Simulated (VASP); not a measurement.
# Na: single point with PBEsol+D4

Crystal: Na.

```xyz
1
Lattice="-1.5361 1.5361 1.5361 1.5361 -1.5361 1.5361 1.5361 1.5361 -1.5361" Properties=species:S:1:pos:R:3 pbc="T T T"
Na    0.0000    0.0000    0.0000
```

```
Program                : VASP 6.6.1
Task                   : single point
Functional             : PBEsol
Dispersion             : D4
Potentials or basis    : VASP PAW PBE potentials, release 64 (Na_pv)
Cutoff                 : 520 eV
k mesh                 : 13 × 13 × 13
Occupations            : fermi-dirac, width 0.05 eV
Spin                   : collinear spin, ferromagnetic start
Starting moments       : [-1.0] μB
Dipole correction      : no
Further INCAR settings : ALGO = Normal; EDIFF = 1e-06; NBANDS = 14
```

```json
{"Pressure": "40.4 GPa", "Net moment": "0.00 μB per cell", "Valence electrons inside the program's atomic spheres": "Na 6.26", "Dispersion energy per atom": "-0.020 eV"}
```

Levels at points of the mesh, in eV from the Fermi level:
Spin up:
| k point | band 1 | band 2 | band 3 | band 4 | band 5 | band 6 | band 7 | band 8 |
| --- | --- | --- | --- | --- | --- | --- | --- | --- |
| (0.00, 0.00, 0.00) | -25.17 | -25.17 | -25.17 | -6.04 | 18.91 | 18.91 | 18.91 | 20.81 |
Spin down:
| k point | band 1 | band 2 | band 3 | band 4 | band 5 | band 6 |
| --- | --- | --- | --- | --- | --- | --- |
| (0.00, 0.00, 0.00) | -25.17 | -25.17 | -25.17 | -6.04 | 18.91 | 18.91 |

Run time: 16 s on 1 thread of Intel(R) Xeon(R) Platinum 8488C (Sapphire Rapids), on a shared host, peak memory 0.14 GiB.

Caveat: the PAW data sets were made with another functional, which shifts forces and pressure a little; pairwise dispersion overbinds metals, which lowers pressure and volume.
